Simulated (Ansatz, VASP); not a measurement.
**One calculation of TiPt3, two programs**

The input POSCAR:

```
TiPt3
1.0
    3.8970000000      0.0000000000      0.0000000000
    0.0000000000      3.8970000000      0.0000000000
    0.0000000000      0.0000000000      3.8970000000
Ti Pt
1 3
Direct
    0.0000000000      0.0000000000      0.0000000000
    0.0000000000      0.5000000000      0.5000000000
    0.5000000000      0.0000000000      0.5000000000
    0.5000000000      0.5000000000      0.0000000000
```

File INCAR.step1:

```
SYSTEM = TiPt3
  ALGO = Normal
  EDIFF = 1E-4
  ENCUT = 520
  GGA = PE
  ISMEAR = -1
  LASPH = .TRUE.
  LCHARG = .FALSE.
  LREAL = .FALSE.
  LWAVE = .TRUE.
  NBANDS = 29
  NELM = 100
  PREC = Accurate
  SIGMA = 0.05
```

File INCAR.step2:

```
SYSTEM = TiPt3
  ALGO = Normal
  EDIFF = 1E-8
  ENCUT = 520
  ISIF = 2
  ISMEAR = -1
  ISTART = 1
  LASPH = .TRUE.
  LCHARG = .FALSE.
  LEFG = .TRUE.
  LMIXTAU = .TRUE.
  LREAL = .FALSE.
  LWAVE = .FALSE.
  METAGGA = R2SCAN
  NBANDS = 29
  NELM = 100
  PREC = Accurate
  SIGMA = 0.05
```

The input KPOINTS:

```
k-points
0
G
  9 9 9
  0 0 0
```

Input for Ansatz:

```yaml
crystal:
  lattice:
    - [3.897, 0.0, 0.0]
    - [0.0, 3.897, 0.0]
    - [0.0, 0.0, 3.897]
  atoms:
    - { symbol: Ti, position: [0.0, 0.0, 0.0] }
    - { symbol: Pt, position: [0.0, 0.5, 0.5] }
    - { symbol: Pt, position: [0.5, 0.0, 0.5] }
    - { symbol: Pt, position: [0.5, 0.5, 0.0] }
kpoints:
  mp_grid: { grid: [9, 9, 9] }
scf:
  occupations: { method: fermi_dirac, width: 0.05 }
hamiltonian:
  xc: r2scan
  pseudopotentials: { kind: paw }
output:
  forces: true
  stress: true
  populations: true
  efg: { quadrupole_moments_barn: { Ti: 0.247 }, contact_densities: true }
  write_density: true
  write_potential: true
  elf: true
  volumetric_format: npy
```

Alike in both runs: task electric field gradients; functional r2SCAN; k mesh 9 × 9 × 9; occupations fermi-dirac, width 0.05 eV; no spin polarisation.

|  | VASP | Ansatz |
| --- | --- | --- |
| version | VASP 6.6.1 | Ansatz 0.2.0 |
| potentials or method | VASP PAW PBE potentials, release 64 (Ti_sv, Pt) | plane-wave PAW, scalar-relativistic |
| plane-wave cutoff (eV) | 520 | 500 |
| valence electrons in the cell | 42 | 66 |

```csv
,VASP,Ansatz,Ansatz less VASP
pressure (GPa),5.8,4.9,-0.83
size of Vzz on the site where it differs most (V/Å²),57.9,83.1,+25.14
```

VASP's potentials were made for PBE, not for r2SCAN. With one functional, cell and mesh, what is left measures potentials, basis and numerics. VASP's potentials hold 42 valence electrons a cell and Ansatz's 66, so a difference there can come from the potentials and not from the codes.

Spin-orbit coupling is off throughout.
